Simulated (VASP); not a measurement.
# LaAsN4 (I4_1/amd) in VASP: single point with PBE

Aim: the single point of LaAsN4 with PBE.

Everything below comes from runs of VASP 6.6.1. Logs are shortened: lines on timing, memory, paths and dates and some standing lists are left out, and cuts for length are marked.

## (1) The cell of the first run

Symmetry: I4_1/amd, No. 141, tetragonal system. Conventional cell: a = 7.259 Å, b = 7.259 Å, c = 6.473 Å, α = 90.00°, β = 90.00°, γ = 90.00°. Within 2.4 Å of N (site symmetry m) lie 1 As at 1.75 Å and 1 La at 2.33 Å. Within 2.3 Å of As (site symmetry -4m2) lie 4 N at 1.75 Å. Within 3.1 Å of La (site symmetry -4m2) lie 8 N at 2.33 to 2.52 Å.

## (2) Single point, PBE

The input, INCAR:

```
SYSTEM = LaAsN4
ALGO = Normal ; EDIFF = 1E-6
ENCUT = 520 ; GGA = PE
ISIF = 2 ; ISMEAR = -1
LASPH = .TRUE. ; LCHARG = .FALSE.
LREAL = .FALSE. ; LWAVE = .FALSE.
NBANDS = 48 ; NELM = 60
PREC = Accurate ; SIGMA = 0.1
```

The input, KPOINTS:

```
k-points
0
G
  5 5 5
  0 0 0
```

The input, POSCAR:

```
LaAsN4
1.0
   -3.6293090000      3.6293090000      3.2364960000
    3.6293090000     -3.6293090000      3.2364960000
    3.6293090000      3.6293090000     -3.2364960000
N As La
8 2 2
Direct
    0.5144973526      0.3277889426      0.1867084099
    0.0777889426      0.3910805327      0.3132915901
    0.1410805327      0.3277889426      0.8132915901
    0.0777889426      0.7644973526      0.6867084099
    0.2355026474      0.9222110574      0.3132915901
    0.6722110574      0.4855026474      0.8132915901
    0.6089194673      0.9222110574      0.6867084099
    0.6722110574      0.8589194673      0.1867084099
    0.5000000000      0.5000000000      0.0000000000
    0.2500000000      0.7500000000      0.5000000000
    0.0000000000      0.0000000000      0.0000000000
    0.7500000000      0.2500000000      0.5000000000
```

Potentials or basis: VASP PAW PBE potentials, release 64 (N, As, La).

Launch:

```
$ cat potpaw_PBE.64/N/POTCAR potpaw_PBE.64/As/POTCAR potpaw_PBE.64/La/POTCAR > POTCAR
$ mpirun -np 1 vasp_std > vasp.out
```

OUTCAR:

```text
SYSTEM = LaAsN4
   EDIFF = 1E-6
   ENCUT = 520
   GGA = PE
   ISIF = 2
   ISMEAR = -1
   LASPH = .TRUE.
   LREAL = .FALSE.
   NELM = 60
   PREC = Accurate

 ion  position               nearest neighbor table
   1  0.514  0.328  0.187-   9 1.75  12 2.33  11 2.52
   2  0.078  0.391  0.313-  10 1.75  11 2.33  12 2.52
   3  0.141  0.328  0.813-   9 1.75  12 2.33  11 2.52
   4  0.078  0.764  0.687-  10 1.75  11 2.33  12 2.52
   5  0.236  0.922  0.313-  10 1.75  11 2.33  12 2.52
   6  0.672  0.486  0.813-   9 1.75  12 2.33  11 2.52
   7  0.609  0.922  0.687-  10 1.75  11 2.33  12 2.52
   8  0.672  0.859  0.187-   9 1.75  12 2.33  11 2.52
   9  0.500  0.500  0.000-   3 1.75   8 1.75   6 1.75   1 1.75  11 3.24  11 3.24
  10  0.250  0.750  0.500-   2 1.75   7 1.75   5 1.75   4 1.75  12 3.24  12 3.24
  11  0.000  0.000  0.000-   4 2.33   5 2.33   2 2.33   7 2.33   3 2.52   8 2.52   1 2.52   6 2.52
                             9 3.24   9 3.24
  12  0.750  0.250  0.500-   1 2.33   6 2.33   3 2.33   8 2.33   7 2.52   2 2.52   4 2.52   5 2.52
                            10 3.24  10 3.24

  LATTYP: Found a body centered tetragonal cell.
 ALAT       =     7.2586180000
 C/A-ratio  =     0.8917664492

  Lattice vectors:

 A1 = (  -3.6293090000,   3.6293090000,   3.2364960000)
 A2 = (   3.6293090000,  -3.6293090000,   3.2364960000)
 A3 = (   3.6293090000,   3.6293090000,  -3.2364960000)

Analysis of symmetry for initial positions (statically):
=====================================================================
 Subroutine PRICEL returns:
 Original cell was already a primitive cell.

 Routine SETGRP: Setting up the symmetry group for a
 body centered tetragonal supercell.

 Subroutine GETGRP returns: Found 16 space group operations
 (whereof  8 operations were pure point group operations)
 out of a pool of 16 trial point group operations.

The static configuration has the point symmetry D_2d.
 The point group associated with its full space group is D_4h.

Analysis of symmetry for dynamics (positions and initial velocities):
=====================================================================
 Subroutine PRICEL returns:
 Original cell was already a primitive cell.

 Routine SETGRP: Setting up the symmetry group for a
 body centered tetragonal supercell.

 Subroutine GETGRP returns: Found 16 space group operations
 (whereof  8 operations were pure point group operations)
 out of a pool of 16 trial point group operations.

The dynamic configuration has the point symmetry D_2d.
 The point group associated with its full space group is D_4h.

 Subroutine INISYM returns: Found 16 space group operations
 (whereof  8 operations are pure point group operations),
 and found     1 'primitive' translations

----------------------------------------------------------------------------------------

                                     Primitive cell

  volume of cell :     170.5230

  direct lattice vectors                    reciprocal lattice vectors
    -3.629309000  3.629309000  3.236496000     0.000000000  0.137767272  0.154488064
     3.629309000 -3.629309000  3.236496000     0.137767272  0.000000000  0.154488064
     3.629309000  3.629309000 -3.236496000     0.137767272  0.137767272  0.000000000

  length of vectors
     6.067839318  6.067839318  6.067839318     0.206993679  0.206993679  0.194832344

  position of ions in fractional coordinates (direct lattice)
     0.514497353  0.327788943  0.186708410
     0.077788943  0.391080533  0.313291590
     0.141080533  0.327788943  0.813291590
     0.077788943  0.764497353  0.686708410
     0.235502647  0.922211057  0.313291590
     0.672211057  0.485502647  0.813291590
     0.608919467  0.922211057  0.686708410
     0.672211057  0.858919467  0.186708410
     0.500000000  0.500000000  0.000000000
     0.250000000  0.750000000  0.500000000
     0.000000000  0.000000000  0.000000000
     0.750000000  0.250000000  0.500000000

  ion indices of the primitive-cell ions
   primitive index   ion index
                 1           1
                 2           2
                 3           3
                 4           4
                 5           5
                 6           6
                 7           7
                 8           8
                 9           9
                10          10
                11          11
                12          12

----------------------------------------------------------------------------------------

 KPOINTS: k-points

Automatic generation of k-mesh.
 Grid dimensions read from file:
 generate k-points for:    5    5    5

 Generating k-lattice:

  Cartesian coordinates                     Fractional coordinates (reciprocal lattice)
     0.000000000  0.027553454  0.030897613     0.200000000  0.000000000 -0.000000000
     0.027553454  0.000000000  0.030897613     0.000000000  0.200000000 -0.000000000
     0.027553454  0.027553454  0.000000000     0.000000000  0.000000000  0.200000000

  Length of vectors
     0.041398736  0.041398736  0.038966469

  Shift w.r.t. Gamma in fractional coordinates (k-lattice)
     0.000000000  0.000000000  0.000000000

 Subroutine IBZKPT returns following result:
 ===========================================

 Found     18 irreducible k-points:

 Following reciprocal coordinates:
            Coordinates               Weight
  0.000000  0.000000  0.000000      1.000000
  0.200000  0.000000  0.000000      8.000000
  0.400000 -0.000000  0.000000      8.000000
  0.200000  0.200000  0.000000      8.000000
  0.400000  0.200000  0.000000     16.000000
 -0.400000  0.200000 -0.000000     16.000000
[... 10 lines left out ...]
 -0.400000  0.400000  0.400000      4.000000
 -0.400000 -0.400000  0.400000      2.000000
   k-points           NKPTS =     18   k-points in BZ     NKDIM =     18   number of bands    NBANDS=     48
   number of dos      NEDOS =    301   number of ions     NIONS =     12
   total plane-waves  NPLWV = 110592
   dimension x,y,z NGX =    48 NGY =   48 NGZ =   48
   dimension x,y,z NGXF=    96 NGYF=   96 NGZF=   96
   ions per type =               8   2   2
   NGX,Y,Z   is equivalent  to a cutoff of  13.15, 13.15, 13.15 a.u.
   NGXF,Y,Z  is equivalent  to a cutoff of  26.30, 26.30, 26.30 a.u.
 SYSTEM =  LaAsN4
   PREC   = accura    normal or accurate (medium, high low for compatibility)
   ISTART =      0    job   : 0-new  1-cont  2-samecut
   ICHARG =      2    charge: 1-file 2-atom 10-const
   ISPIN  =      1    spin polarized calculation?
   LNONCOLLINEAR =      F non collinear calculations
   LSORBIT =      F    spin-orbit coupling
   LASPH  =      T    aspherical Exc in radial PAW
   ENCUT  =  520.0 eV  38.22 Ry    6.18 a.u.  11.28 11.28 11.28*2*pi/ulx,y,z
   NELM   =     60;   NELMIN=  2; NELMDL= -5     # of ELM steps
   EDIFF  = 0.1E-05   stopping-criterion for ELM
   LREAL  =      F    real-space projection
   EDIFFG = 0.1E-04   stopping-criterion for IOM
   NSW    =      0    number of steps for IOM
   IBRION =     -1    ionic relax: 0-MD 1-quasi-New 2-CG
   NFREE  =      0    steps in history (QN), initial steepest desc. (CG)
   ISIF   =      2    stress and relaxation
   ISYM   =      2    0-nonsym 1-usesym 2-fastsym
   POTIM  = 0.5000    time-step for ionic-motion
   TEBEG  =    0.0;   TEEND  =   0.0 temperature during run
   PSTRESS=    0.0 pullay stress
   NELECT =      72.0000    total number of electrons
   NUPDOWN=      -1.0000    fix difference up-down
   EMIN   =  10.00;   EMAX   =-10.00  energy-range for DOS
   EFERMI =   0.00;   METHOD = LEGACY
   ISMEAR =    -1;   SIGMA  =   0.10  broadening in eV -4-tet -1-fermi 0-gaus
   EFERMI_NEDOS =   21; number of points for ismear=-14 and -15
   IALGO  =     38    algorithm
   IMIX   =      4    mixing-type and parameters
     AMIX     =   0.40;   BMIX     =  1.00
     AMIX_MAG =   1.60;   BMIX_MAG =  1.00
  volume/ion in A,a.u.               =      14.21        95.90
  Fermi-wavevector in a.u.,A,eV,Ry     =   1.228169  2.320902 20.523004  1.508398
  Thomas-Fermi vector in A             =   2.363104
   LORBIT       =      0    0 simple, 1 ext, 2 COOP (PROOUT), +10 PAW based schemes
   GGA     = PE    functional components
   LHFCALC =     F    Hartree Fock is set to
   AEXX    =    0.0000 exact exchange contribution
   IVDW    =     0    specifies the selected vdW correction
   LEPSILON=     F    determine dielectric tensor
   LRPA    =     F    only Hartree local field effects (RPA)
 non-spin polarized calculation
  energy-cutoff  :      520.00
  volume of cell :      170.52
 maximum number of plane-waves:      4616
 NGX is ok and might be reduce to    48
   NGX = 23   NGY = 23   NGZ = 23

 number of electron      72.0000000 magnetization

 Free energy of the ion-electron system (eV)
  ---------------------------------------------------
  ext. energy  EPLUGINS =         0.00000000
  ---------------------------------------------------
  free energy    TOTEN  =       -74.97910598 eV

  energy without entropy =      -74.48132444  energy(sigma->0) =      -74.73021521

 E-fermi :   4.1256     XC(G=0): -10.2770

 val. band max:        4.1234902904   @ k =   0.4000   0.2000   0.0000
 cond. band min:       4.1322691959   @ k =  -0.2000   0.2000   0.0000
 fundamental gap:      0.0087789054
 Fermi energy:         4.1256481726

 k-point     1 :       0.0000    0.0000    0.0000
  band No.  band energies     occupation
      1     -25.0169      2.00000
      2     -24.8804      2.00000
      3     -12.6002      2.00000
      4     -12.2405      2.00000
      5     -11.1528      2.00000
      6     -11.0998      2.00000
[... 40 lines left out ...]
     47      10.2037      0.00000
     48      10.4525      0.00000

 k-point     2 :       0.2000    0.0000    0.0000
  band No.  band energies     occupation
      1     -25.0069      2.00000
      2     -24.8899      2.00000
      3     -12.8031      2.00000
      4     -12.4499      2.00000
      5     -11.1043      2.00000
      6     -10.9923      2.00000
[... 40 lines left out ...]
     47      10.3127      0.00000
     48      10.3317      0.00000

 k-point     3 :       0.4000   -0.0000    0.0000
  band No.  band energies     occupation
      1     -24.9860      2.00000
      2     -24.9099      2.00000
      3     -13.0312      2.00000
      4     -12.7064      2.00000
      5     -11.1115      2.00000
      6     -10.5799      2.00000
[... 40 lines left out ...]
     47      10.2918      0.00000
     48      10.3601      0.00000

 k-point     4 :       0.2000    0.2000    0.0000
  band No.  band energies     occupation
      1     -24.9920      2.00000
      2     -24.9040      2.00000
      3     -13.0257      2.00000
      4     -12.6723      2.00000
      5     -11.0030      2.00000
      6     -10.9149      2.00000
[... 652 lines left out ...]
     47      10.3408      0.00000
     48      10.3994      0.00000

 k-point    17 :      -0.4000    0.4000    0.4000
  band No.  band energies     occupation
      1     -24.9548      2.00000
      2     -24.9418      2.00000
      3     -12.5555      2.00000
      4     -12.4890      2.00000
      5     -11.2082      2.00000
      6     -11.0503      2.00000
[... 40 lines left out ...]
     47      10.2003      0.00000
     48      10.2744      0.00000

 k-point    18 :      -0.4000   -0.4000    0.4000
  band No.  band energies     occupation
      1     -24.9683      2.00000
      2     -24.9278      2.00000
      3     -12.8014      2.00000
      4     -12.4298      2.00000
      5     -11.1944      2.00000
      6     -11.1944      2.00000
[... 40 lines left out ...]
     47      10.2436      0.00000
     48      10.3068      0.00000

------------------------ aborting loop because EDIFF is reached ----------------------------------------

  FORCE on cell =-STRESS in cart. coord.  units (eV):
  Direction    XX          YY          ZZ          XY          YZ          ZX
  --------------------------------------------------------------------------------------
  -------------------------------------------------------------------------------------
  Total       19.4061302     19.4061302     20.9261257      0.0000000      0.0000000      0.0000000
  in kB      182.3335409    182.3335409    196.6149132      0.0000000      0.0000000      0.0000000
  external PRESSURE =     187.0939983 kB  Pullay stress =       0.0000000 kB

 VOLUME and BASIS-vectors are now :
 -----------------------------------------------------------------------------
  energy-cutoff  :      520.00
  volume of cell :      170.52
      direct lattice vectors                 reciprocal lattice vectors
    -3.629309000  3.629309000  3.236496000     0.000000000  0.137767272  0.154488064
     3.629309000 -3.629309000  3.236496000     0.137767272  0.000000000  0.154488064
     3.629309000  3.629309000 -3.236496000     0.137767272  0.137767272  0.000000000

 POSITION                                       TOTAL-FORCE (eV/Angst)
 -----------------------------------------------------------------------------------
     -0.00000      1.35525      2.12178        -0.000000      0.208039     -0.176519
      2.27406      0.00000      0.50353        -0.208039      0.000000     -0.176519
      3.62931      2.27406     -1.11472        -0.000000     -0.208039     -0.176519
      4.98455     -0.00000      0.50353         0.208039      0.000000     -0.176519
      3.62931     -1.35525      2.73297        -0.000000     -0.208039      0.176519
      2.27406      3.62931      1.11472        -0.208039      0.000000      0.176519
      3.62931      1.35525      2.73297        -0.000000      0.208039      0.176519
      1.35525      0.00000      4.35122         0.208039      0.000000      0.176519
      0.00000      0.00000      3.23650        -0.000000      0.000000     -0.000000
      3.62931     -0.00000      1.61825        -0.000000      0.000000     -0.000000
      0.00000      0.00000      0.00000        -0.000000      0.000000     -0.000000
     -0.00000      3.62931      1.61825        -0.000000      0.000000     -0.000000
 -----------------------------------------------------------------------------------
    total drift:                                0.000000      0.000000     -0.000000

  FREE ENERGIE OF THE ION-ELECTRON SYSTEM (eV)
  ---------------------------------------------------
  free  energy   TOTEN  =       -74.9791059773 eV

  energy  without entropy=      -74.4813244367  energy(sigma->0) =      -74.73021521
```

Wall time 4.2 min (1 thread of Intel Xeon Platinum 8488C (Sapphire Rapids), shared host); peak memory 0.39 GiB.

Results:

| Property | Result |
| --- | --- |
| Free energy | -74.9791 eV |
| Pressure | 18.7 GPa |
| Largest force | 0.273 eV/Å |
| Band gap on the k mesh | zero (bands 36 and 37 overlap by 0.26 eV) |

Forces in eV/Å, atoms in the order of the input:
```
N    0.000  0.208 -0.177
N   -0.208  0.000 -0.177
N    0.000 -0.208 -0.177
N    0.208  0.000 -0.177
N    0.000 -0.208  0.177
N   -0.208  0.000  0.177
N    0.000  0.208  0.177
N    0.208  0.000  0.177
As   0.000  0.000  0.000
As   0.000  0.000  0.000
La   0.000  0.000  0.000
La   0.000  0.000  0.000
```

Stress tensor (GPa, compression positive):
```
18.23  0.00  0.00
 0.00 18.23  0.00
 0.00  0.00 19.66
```

Levels at points of the mesh, in eV from the Fermi level:
| k point | band 32 | band 33 | band 34 | band 35 | band 36 | band 37 | band 38 | band 39 | band 40 | band 41 |
| --- | --- | --- | --- | --- | --- | --- | --- | --- | --- | --- |
| (0.00, 0.00, 0.00) | -0.55 | -0.03 | 0.04 | 0.04 | 0.04 | 0.64 | 0.69 | 0.75 | 0.75 | 4.73 |

Caveat: the cell stands under pressure; spin-orbit coupling is left out, which moves the levels of the heavy elements.
